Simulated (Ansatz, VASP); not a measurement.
## Sr in VASP and in Ansatz

```
Sr
1.0
     0.00000    4.69018    4.69018
     4.69018    0.00000    4.69018
     4.69018    4.69018    0.00000
Sr
3
Direct
  0.25000 0.25000 0.25000
  0.75000 0.75000 0.75000
  0.50000 0.50000 0.50000
```

Alike in both runs: functional PBE; k mesh 4 × 4 × 4; occupations gaussian, width 0.1 eV; no spin polarisation.

Ansatz relaxed the structure, and its values are those at the end. VASP's run is a single point on that final structure, the one shown.

|  | VASP | Ansatz |
| --- | --- | --- |
| version | VASP 6.6.1 | Ansatz 0.2.0 |
| potentials or method | VASP PAW PBE potentials, release 64 (Sr_sv), cutoff 520 eV | scalar-relativistic, plane waves, PAW |
| valence electrons in the cell | 30 | 30 |

|  | VASP | Ansatz | Ansatz less VASP |
| --- | --- | --- | --- |
| gap on the k mesh at the Fermi level (eV) | none | none | - |
| pressure (GPa) | 0.2 | 0.2 | 0.00 |

A gap of «none» marks a metal or a gap that the smearing closes.
